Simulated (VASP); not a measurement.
# MnS (F-43m) in VASP: further runs

The runs below take MnS through single point, with PBEsol.

Program: VASP 6.6.1. These are calculated values, not measurements. Logs are shortened: lines on timing, memory, paths and dates and some standing lists are left out, and cuts for length are marked.

## (1) The cell of the first run

Symmetry: F-43m, No. 216, cubic system. The conventional cell has a = 5.886 Å, b = 5.886 Å, c = 5.886 Å, α = 90.00°, β = 90.00°, γ = 90.00°. Mn (site symmetry -43m) has 4 S at 2.55 Å within 3.4 Å. Within 3.4 Å of S (site symmetry -43m) lie 4 Mn at 2.55 Å.

## (2) Single point, PBEsol, collinear spin, ferromagnetic start (25.49 Å³/atom)

INCAR

```
PREC = Accurate
ENCUT = 520
EDIFF = 1E-6
ISMEAR = 0
SIGMA = 0.15
LREAL = False
LASPH = True
NELM = 150
ALGO = Normal
ISIF = 2
LWAVE = False
LCHARG = False
ISPIN = 2
MAGMOM = 2.625 0
LORBIT = 11
NUPDOWN = 2.625
LMAXMIX = 4
GGA = PS
NBANDS = 20
```

KPOINTS

```
Automatic mesh
0
Gamma
  16 16 16
```

POSCAR

```
MnS
1.0
    0.0000000000      2.9431902679      2.9431902679
    2.9431902679      0.0000000000      2.9431902679
    2.9431902679      2.9431902679      0.0000000000
Mn S
1 1
Direct
    0.0000000000      0.0000000000      0.0000000000
    0.7500000000      0.7500000000      0.7500000000
```

Potentials or basis: VASP PAW PBE potentials, release 64 (Mn_pv, S).

Command:

```console
$ cat potpaw_PBE.64/Mn_pv/POTCAR potpaw_PBE.64/S/POTCAR > POTCAR
$ mpirun -np 1 vasp_std > vasp.out
```

OUTCAR:

```text
PREC = Accurate
   ENCUT = 520
   EDIFF = 1E-6
   ISMEAR = 0
   LREAL = False
   LASPH = True
   NELM = 150
   ISIF = 2
   ISPIN = 2
   LORBIT = 11
   NUPDOWN = 2.625
   GGA = PS

 ion  position               nearest neighbor table
   1  0.000  0.000  0.000-   2 2.55   2 2.55   2 2.55   2 2.55
   2  0.750  0.750  0.750-   1 2.55   1 2.55   1 2.55   1 2.55

  LATTYP: Found a face centered cubic cell.
 ALAT       =     5.8863805358

  Lattice vectors:

 A1 = (   0.0000000000,   2.9431902679,   2.9431902679)
 A2 = (   2.9431902679,   0.0000000000,   2.9431902679)
 A3 = (   2.9431902679,   2.9431902679,   0.0000000000)

Analysis of symmetry for initial positions (statically):
=====================================================================
 Subroutine PRICEL returns:
 Original cell was already a primitive cell.

 Routine SETGRP: Setting up the symmetry group for a
 face centered cubic supercell.

 Subroutine GETGRP returns: Found 24 space group operations
 (whereof 24 operations were pure point group operations)
 out of a pool of 48 trial point group operations.

The static configuration has the point symmetry T_d .

Analysis of symmetry for dynamics (positions and initial velocities):
=====================================================================
 Subroutine PRICEL returns:
 Original cell was already a primitive cell.

 Routine SETGRP: Setting up the symmetry group for a
 face centered cubic supercell.

 Subroutine GETGRP returns: Found 24 space group operations
 (whereof 24 operations were pure point group operations)
 out of a pool of 48 trial point group operations.

The dynamic configuration has the point symmetry T_d .

Analysis of structural, dynamic, and magnetic symmetry:
=====================================================================
 Subroutine PRICEL returns:
 Original cell was already a primitive cell.

 Routine SETGRP: Setting up the symmetry group for a
 face centered cubic supercell.

 Subroutine GETGRP returns: Found 24 space group operations
 (whereof 24 operations were pure point group operations)
 out of a pool of 48 trial point group operations.

The overall configuration has the point symmetry T_d .

 Subroutine INISYM returns: Found 24 space group operations
 (whereof 24 operations are pure point group operations),
 and found     1 'primitive' translations

----------------------------------------------------------------------------------------

                                     Primitive cell

  volume of cell :      50.9900

  direct lattice vectors                    reciprocal lattice vectors
     0.000000000  2.943190268  2.943190268    -0.169883682  0.169883682  0.169883682
     2.943190268  0.000000000  2.943190268     0.169883682 -0.169883682  0.169883682
     2.943190268  2.943190268  0.000000000     0.169883682  0.169883682 -0.169883682

  length of vectors
     4.162299594  4.162299594  4.162299594     0.294247169  0.294247169  0.294247169

  position of ions in fractional coordinates (direct lattice)
     0.000000000  0.000000000  0.000000000
     0.750000000  0.750000000  0.750000000

  ion indices of the primitive-cell ions
   primitive index   ion index
                 1           1
                 2           2

----------------------------------------------------------------------------------------

 KPOINTS: Automatic mesh

Automatic generation of k-mesh.
 Grid dimensions read from file:
 generate k-points for:   16   16   16

 Generating k-lattice:

  Cartesian coordinates                     Fractional coordinates (reciprocal lattice)
    -0.010617730  0.010617730  0.010617730     0.062500000  0.000000000  0.000000000
     0.010617730 -0.010617730  0.010617730     0.000000000  0.062500000  0.000000000
     0.010617730  0.010617730 -0.010617730     0.000000000  0.000000000  0.062500000

  Length of vectors
     0.018390448  0.018390448  0.018390448

  Shift w.r.t. Gamma in fractional coordinates (k-lattice)
     0.000000000  0.000000000  0.000000000

 Subroutine IBZKPT returns following result:
 ===========================================

 Found    145 irreducible k-points:

 Following reciprocal coordinates:
            Coordinates               Weight
  0.000000  0.000000  0.000000      1.000000
  0.062500  0.000000  0.000000      8.000000
  0.125000  0.000000  0.000000      8.000000
  0.187500  0.000000  0.000000      8.000000
  0.250000  0.000000  0.000000      8.000000
  0.312500  0.000000  0.000000      8.000000
[... 16 lines left out ...]
 -0.125000  0.062500  0.000000     24.000000
 -0.062500  0.062500  0.000000     12.000000
 [... further k-points ...]
   k-points           NKPTS =    145   k-points in BZ     NKDIM =    145   number of bands    NBANDS=     20
   number of dos      NEDOS =    301   number of ions     NIONS =      2
   total plane-waves  NPLWV =  32768
   dimension x,y,z NGX =    32 NGY =   32 NGZ =   32
   dimension x,y,z NGXF=    64 NGYF=   64 NGZF=   64
   ions per type =               1   1
   NGX,Y,Z   is equivalent  to a cutoff of  12.78, 12.78, 12.78 a.u.
   NGXF,Y,Z  is equivalent  to a cutoff of  25.56, 25.56, 25.56 a.u.
 SYSTEM =  unknown system
   PREC   = accura    normal or accurate (medium, high low for compatibility)
   ISTART =      0    job   : 0-new  1-cont  2-samecut
   ICHARG =      2    charge: 1-file 2-atom 10-const
   ISPIN  =      2    spin polarized calculation?
   LNONCOLLINEAR =      F non collinear calculations
   LSORBIT =      F    spin-orbit coupling
   LASPH  =      T    aspherical Exc in radial PAW
   ENCUT  =  520.0 eV  38.22 Ry    6.18 a.u.   7.74  7.74  7.74*2*pi/ulx,y,z
   NELM   =    150;   NELMIN=  2; NELMDL= -5     # of ELM steps
   EDIFF  = 0.1E-05   stopping-criterion for ELM
   LREAL  =      F    real-space projection
   EDIFFG = 0.1E-04   stopping-criterion for IOM
   NSW    =      0    number of steps for IOM
   IBRION =     -1    ionic relax: 0-MD 1-quasi-New 2-CG
   NFREE  =      0    steps in history (QN), initial steepest desc. (CG)
   ISIF   =      2    stress and relaxation
   ISYM   =      2    0-nonsym 1-usesym 2-fastsym
   POTIM  = 0.5000    time-step for ionic-motion
   TEBEG  =    0.0;   TEEND  =   0.0 temperature during run
   PSTRESS=    0.0 pullay stress
   NELECT =      19.0000    total number of electrons
   NUPDOWN=       2.6250    fix difference up-down
   EMIN   =  10.00;   EMAX   =-10.00  energy-range for DOS
   EFERMI =   0.00;   METHOD = LEGACY
   ISMEAR =     0;   SIGMA  =   0.15  broadening in eV -4-tet -1-fermi 0-gaus
   EFERMI_NEDOS =   21; number of points for ismear=-14 and -15
   IALGO  =     38    algorithm
   IMIX   =      4    mixing-type and parameters
     AMIX     =   0.40;   BMIX     =  1.00
     AMIX_MAG =   1.60;   BMIX_MAG =  1.00
  volume/ion in A,a.u.               =      25.49       172.05
  Fermi-wavevector in a.u.,A,eV,Ry     =   1.178052  2.226195 18.882245  1.387806
  Thomas-Fermi vector in A             =   2.314388
   LORBIT       =     11    0 simple, 1 ext, 2 COOP (PROOUT), +10 PAW based schemes
   GGA     = PS    functional components
   LHFCALC =     F    Hartree Fock is set to
   AEXX    =    0.0000 exact exchange contribution
   IVDW    =     0    specifies the selected vdW correction
   LEPSILON=     F    determine dielectric tensor
   LRPA    =     F    only Hartree local field effects (RPA)
 spin polarized calculation
 Gauss-broadening in eV      SIGMA  =   0.15
  energy-cutoff  :      520.00
  volume of cell :       50.99
 maximum number of plane-waves:      1389
   NGX = 15   NGY = 15   NGZ = 15

 number of electron      18.9999998 magnetization       2.6249999

 Free energy of the ion-electron system (eV)
  ---------------------------------------------------
  ext. energy  EPLUGINS =         0.00000000
  ---------------------------------------------------
  free energy    TOTEN  =       -13.09848554 eV

  energy without entropy =      -13.03937508  energy(sigma->0) =      -13.06893031

 E-fermi :   3.4213     XC(G=0):  -8.9547

 val. band max:        3.4189650741   @ k =   0.4375   0.1250   0.0625
 cond. band min:       2.1607375227   @ k =  -0.3750   0.3125   0.1250
 fundamental gap:     -1.2582275513
 Fermi energy:         2.1592597985

 spin component 1

 k-point     1 :       0.0000    0.0000    0.0000
  band No.  band energies     occupation
      1     -46.4173      1.00000
      2     -46.4173      1.00000
      3     -46.4173      1.00000
      4     -10.3176      1.00000
      5      -0.8755      1.00000
      6      -0.8755      1.00000
[... 12 lines left out ...]
     19      14.1308      0.00000
     20      15.2377      0.00000

 k-point     2 :       0.0625    0.0000    0.0000
  band No.  band energies     occupation
      1     -46.4174      1.00000
      2     -46.4173      1.00000
      3     -46.4173      1.00000
      4     -10.3014      1.00000
      5      -0.9247      1.00000
      6      -0.8692      1.00000
[... 498 lines left out ...]
 k-point    24 :      -0.0625    0.0625    0.0000
  band No.  band energies     occupation
      1     -46.4174      1.00000
      2     -46.4173      1.00000
      3     -46.4173      1.00000
      4     -10.2750      1.00000
      5      -0.9995      1.00000
      6      -0.8617      1.00000
[... 12 lines left out ...]
     19      14.5378      0.00000
     20      15.1212      0.00000

 [... further k-points ...]

 spin component 2

 k-point     1 :       0.0000    0.0000    0.0000
  band No.  band energies     occupation
      1     -43.6003      1.00000
      2     -43.6003      1.00000
      3     -43.6003      1.00000
      4     -10.4506      1.00000
      5      -0.3027      1.00000
      6      -0.3027      1.00000
[... 12 lines left out ...]
     19      14.5761      0.00000
     20      15.4360      0.00000

 k-point     2 :       0.0625    0.0000    0.0000
  band No.  band energies     occupation
      1     -43.6004      1.00000
      2     -43.6004      1.00000
      3     -43.6003      1.00000
      4     -10.4353      1.00000
      5      -0.3849      1.00000
      6      -0.3002      1.00000
[... 498 lines left out ...]
 k-point    24 :      -0.0625    0.0625    0.0000
  band No.  band energies     occupation
      1     -43.6005      1.00000
      2     -43.6004      1.00000
      3     -43.6004      1.00000
      4     -10.4104      1.00000
      5      -0.5014      1.00000
      6      -0.3121      1.00000
[... 12 lines left out ...]
     19      14.8178      0.00000
     20      15.4356      0.00000

 [... further k-points ...]
[... 5 lines left out ...]
  --------------------------------------------------------------------------------------
  -------------------------------------------------------------------------------------
  Total       -5.8898716     -5.8898716     -5.8898716     -0.0000000     -0.0000000     -0.0000000
  in kB     -185.0680295   -185.0680295   -185.0680295     -0.0000000     -0.0000000     -0.0000000
  external PRESSURE =    -185.0680295 kB  Pullay stress =       0.0000000 kB

 VOLUME and BASIS-vectors are now :
 -----------------------------------------------------------------------------
  energy-cutoff  :      520.00
  volume of cell :       50.99
      direct lattice vectors                 reciprocal lattice vectors
     0.000000000  2.943190268  2.943190268    -0.169883682  0.169883682  0.169883682
     2.943190268  0.000000000  2.943190268     0.169883682 -0.169883682  0.169883682
     2.943190268  2.943190268  0.000000000     0.169883682  0.169883682 -0.169883682

 POSITION                                       TOTAL-FORCE (eV/Angst)
 -----------------------------------------------------------------------------------
      0.00000      0.00000      0.00000        -0.000000     -0.000000     -0.000000
      4.41479      4.41479      4.41479         0.000000      0.000000      0.000000
 -----------------------------------------------------------------------------------
    total drift:                                0.000000      0.000000      0.000000

  FREE ENERGIE OF THE ION-ELECTRON SYSTEM (eV)
  ---------------------------------------------------
  free  energy   TOTEN  =       -13.0984855393 eV

  energy  without entropy=      -13.0393750814  energy(sigma->0) =      -13.06893031

 total charge

# of ion       s       p       d       tot
------------------------------------------
    1        0.215   6.126   5.004  11.345
    2        1.323   2.258   0.000   3.581
--------------------------------------------------
tot          1.538   8.384   5.004  14.926

 magnetization (x)

# of ion       s       p       d       tot
------------------------------------------
    1        0.027   0.013   2.664   2.703
    2        0.001  -0.145   0.000  -0.144
--------------------------------------------------
tot          0.028  -0.132   2.664   2.559
```

Run time: 5.5 min. Hardware: 1 thread of Intel Xeon 8259CL, shared host; peak memory 0.35 GiB.

What came out:

```
Free energy                                           : -13.0985 eV
Pressure                                              : -18.5 GPa
Net moment                                            : 2.62 μB per cell
Site moments                                          : Mn +2.70; S -0.14 μB
Valence electrons inside the program's atomic spheres : Mn 11.35; S 3.58
```

Caveat: the cell stands under tension; the PAW data sets were made with another functional, which shifts forces and pressure a little; the total moment is fixed, so each spin has its own Fermi level and the state may be an excited one; a cell with one magnetic atom can't hold antiferromagnetic order, which such compounds often take.

## (3) Single point, PBEsol, collinear spin, ferromagnetic start (18.70 Å³/atom)

This run uses another cell than the first one, of 18.70 Å³/atom.

INCAR

```
ALGO = Normal
EDIFF = 1E-7
ENCUT = 520
GGA = PS
ISIF = 2
ISMEAR = 0
ISPIN = 2
LASPH = T
LCHARG = F
LMAXMIX = 4
LORBIT = 11
LREAL = F
LWAVE = F
MAGMOM = 0.875 0
NBANDS = 20
NELM = 150
NUPDOWN = 0.875
PREC = Accurate
SIGMA = 0.15
```

KPOINTS

```
k-points
0
Gamma
  16 16 16
```

POSCAR

```
MnS
1.0
    0.0000000000      2.6540935901      2.6540935901
    2.6540935901      0.0000000000      2.6540935901
    2.6540935901      2.6540935901      0.0000000000
Mn S
1 1
Direct
    0.0000000000      0.0000000000      0.0000000000
    0.7500000000      0.7500000000      0.7500000000
```

Potentials or basis: VASP PAW PBE potentials, release 64 (Mn_pv, S).

Command:

```console
$ cat potpaw_PBE.64/Mn_pv/POTCAR potpaw_PBE.64/S/POTCAR > POTCAR
$ mpirun -np 1 vasp_std > vasp.out
```

OUTCAR:

```text
EDIFF = 1E-7
   ENCUT = 520
   GGA = PS
   ISIF = 2
   ISMEAR = 0
   ISPIN = 2
   LASPH = T
   LORBIT = 11
   LREAL = F
   NELM = 150
   NUPDOWN = 0.875
   PREC = Accurate

 ion  position               nearest neighbor table
   1  0.000  0.000  0.000-   2 2.30   2 2.30   2 2.30   2 2.30
   2  0.750  0.750  0.750-   1 2.30   1 2.30   1 2.30   1 2.30

  LATTYP: Found a face centered cubic cell.
 ALAT       =     5.3081871802

[... 1320 lines left out ...]
  in kB     -192.8728774   -192.8728774   -192.8728774      0.0000000      0.0000000      0.0000000
  external PRESSURE =    -192.8728774 kB  Pullay stress =       0.0000000 kB

 VOLUME and BASIS-vectors are now :
 -----------------------------------------------------------------------------
  energy-cutoff  :      520.00
  volume of cell :       37.39
      direct lattice vectors                 reciprocal lattice vectors
     0.000000000  2.654093590  2.654093590    -0.188388232  0.188388232  0.188388232
     2.654093590  0.000000000  2.654093590     0.188388232 -0.188388232  0.188388232
     2.654093590  2.654093590  0.000000000     0.188388232  0.188388232 -0.188388232

 POSITION                                       TOTAL-FORCE (eV/Angst)
 -----------------------------------------------------------------------------------
      0.00000      0.00000      0.00000        -0.000000     -0.000000     -0.000000
      3.98114      3.98114      3.98114         0.000000      0.000000      0.000000
 -----------------------------------------------------------------------------------
    total drift:                               -0.000001     -0.000001     -0.000001

  FREE ENERGIE OF THE ION-ELECTRON SYSTEM (eV)
  ---------------------------------------------------
  free  energy   TOTEN  =       -14.1966243757 eV

  energy  without entropy=      -14.1522574949  energy(sigma->0) =      -14.17444094

 total charge

# of ion       s       p       d       tot
------------------------------------------
    1        0.283   6.217   5.170  11.670
    2        1.311   2.324   0.000   3.635
--------------------------------------------------
tot          1.595   8.540   5.170  15.305

 magnetization (x)

# of ion       s       p       d       tot
------------------------------------------
    1        0.013   0.007   0.873   0.893
    2       -0.001  -0.046   0.000  -0.047
--------------------------------------------------
tot          0.012  -0.039   0.873   0.846
```

OSZICAR:

```text
N       E                     dE             d eps       ncg     rms          rms(c)
DAV:   1     0.155428471418E+03    0.15543E+03   -0.10047E+04 11640   0.963E+02
DAV:   2    -0.760166533202E+01   -0.16303E+03   -0.15479E+03 12068   0.284E+02
DAV:   3    -0.158374717022E+02   -0.82358E+01   -0.81205E+01 13416   0.690E+01
DAV:   4    -0.159443079571E+02   -0.10684E+00   -0.10674E+00 13172   0.812E+00
DAV:   5    -0.159459164429E+02   -0.16085E-02   -0.16084E-02 13252   0.105E+00    0.131E+01
DAV:   6    -0.169049147751E+02   -0.95900E+00   -0.17514E+01 12744   0.456E+01    0.168E+01
DAV:   7    -0.142557495244E+02    0.26492E+01   -0.88641E+00 12692   0.334E+01    0.376E+00
DAV:   8    -0.141963505886E+02    0.59399E-01   -0.20017E-01 13316   0.403E+00    0.125E+00
DAV:   9    -0.141975109685E+02   -0.11604E-02   -0.20654E-02 12968   0.987E-01    0.556E-01
DAV:  10    -0.141966826669E+02    0.82830E-03   -0.13723E-03 13480   0.417E-01    0.134E-01
DAV:  11    -0.141966091353E+02    0.73532E-04   -0.35135E-04 14852   0.139E-01    0.980E-02
DAV:  12    -0.141966246067E+02   -0.15471E-04   -0.62254E-05 13468   0.488E-02    0.537E-02
DAV:  13    -0.141966217771E+02    0.28297E-05   -0.69680E-06 12964   0.269E-02    0.207E-02
DAV:  14    -0.141966242338E+02   -0.24567E-05   -0.21795E-06 13420   0.137E-02    0.346E-03
DAV:  15    -0.141966243385E+02   -0.10477E-06   -0.15136E-07 11556   0.344E-03    0.188E-03
DAV:  16    -0.141966243757E+02   -0.37224E-07   -0.29779E-08  8592   0.140E-03
   1 F= -.14196624E+02 E0= -.14174441E+02  d E =-.443669E-01  mag=     0.8750
```

stdout:

```text
POSCAR found type information on POSCAR MnS
 POSCAR found :  2 types and       2 ions
 scaLAPACK will be used
 -----------------------------------------------------------------------------
|                                                                             |
|                                                                             |
|     You enforced a specific xc type in the INCAR file but a different       |
|     I HOPE YOU KNOW WHAT YOU ARE DOING!                                     |
|                                                                             |
 -----------------------------------------------------------------------------

 LDA part: xc-table for (Slater+PW92), standard interpolation
 POSCAR, INCAR and KPOINTS ok, starting setup
 FFT: planning ... GRIDC
 FFT: planning ... GRID_SOFT
 FFT: planning ... GRID
 WAVECAR not read
 entering main loop
```

It took 90 s on 1 thread of Intel Xeon 6975P-C (Granite Rapids), shared host; peak memory 0.28 GiB.

What came out:

| Item | Value |
| --- | --- |
| Free energy | -14.1966 eV |
| Pressure | -19.3 GPa |
| Net moment | 0.88 μB per cell |
| Site moments | Mn +0.89; S -0.05 μB |
| Valence electrons inside the program's atomic spheres | Mn 11.67; S 3.63 |

Caveat: the cell stands under tension; the PAW data sets were made with another functional, which shifts forces and pressure a little; the total moment is fixed, so each spin has its own Fermi level and the state may be an excited one; a cell with one magnetic atom can't hold antiferromagnetic order, which such compounds often take.
